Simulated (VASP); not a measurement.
Set up this calculation in VASP 6.6.1, as the native input.

* Task: single point
* Functional: LDA
* Potentials or basis: VASP PAW LDA potentials, release 64 (Si)
* Cutoff: 520 eV
* k mesh: 2 × 2 × 2
* Occupations: fermi-dirac, width 0.24 eV
* Spin: no spin polarisation
* Dipole correction: no
* Further INCAR settings: LREAL = Auto; ALGO = Normal; EDIFF = 1e-06; NBANDS = 46

The structure of Si lies in POSCAR:

```
Si
1.0
    0.0000000000      5.5190320000      5.5190320000
    5.5190320000      0.0000000000      5.5190320000
    5.5190320000      5.5190320000      0.0000000000
Si
16
Direct
    0.0002083699     -0.1898611930     -0.0372619691
    0.2441188962      0.1028260028      0.1160529600
    0.0090595597     -0.0483055724      0.4323946663
    0.0888018044      0.0102916598      0.6589198975
   -0.1110339639      0.6205979599     -0.0407136614
    0.1471634881      0.4841972288      0.1398977212
   -0.0448901184      0.4340888040      0.5352116096
    0.1345525810      0.5662768399      0.6110310649
    0.5244126144      0.2152098411     -0.1448714195
    0.7238860003      0.1794245803      0.1546919822
    0.4347501518      0.0378327214      0.3787620728
    0.6099982751     -0.0003805015      0.6464539434
    0.4972611139      0.5307633657     -0.0248775510
    0.4821135301      0.6168473022      0.2284458579
    0.5019449063      0.5244669717      0.5425679721
    0.6300561403      0.6787784525      0.6393150103
```

One way to write it, as run:

INCAR

```
PREC = Accurate
ENCUT = 520
EDIFF = 1E-6
ISMEAR = -1
SIGMA = 0.24
LREAL = Auto
LASPH = T
NELM = 80
ALGO = Normal
ISIF = 2
LWAVE = F
LCHARG = T
GGA = CA
LELF = T
LVHAR = T
NBANDS = 46
```

KPOINTS

```
Automatic mesh
0
Gamma
  2 2 2
```

Potentials or basis: VASP PAW LDA potentials, release 64 (Si).

The run is started by

```bash
$ cat potpaw_LDA.64/Si/POTCAR > POTCAR
$ mpirun -np 1 vasp_std > vasp.out
```

Results of the run:

| Quantity | Value |
| --- | --- |
| Pressure | -4.1 GPa |
| Largest force | 4.972 eV/Å |
| Band gap on the k mesh | zero (bands 32 and 33 overlap by 0.13 eV) |

Caveat: the k points lie up to 0.49 Å⁻¹ apart; semilocal functionals underestimate gaps, so a narrow gap can read as zero; forces of over 1 eV/Å act on the atoms, so gaps and moduli don't describe the material at rest.

Wall time 3 min on 1 thread of Intel(R) Xeon(R) Platinum 8488C (Sapphire Rapids), on a shared host, peak memory 0.37 GiB.
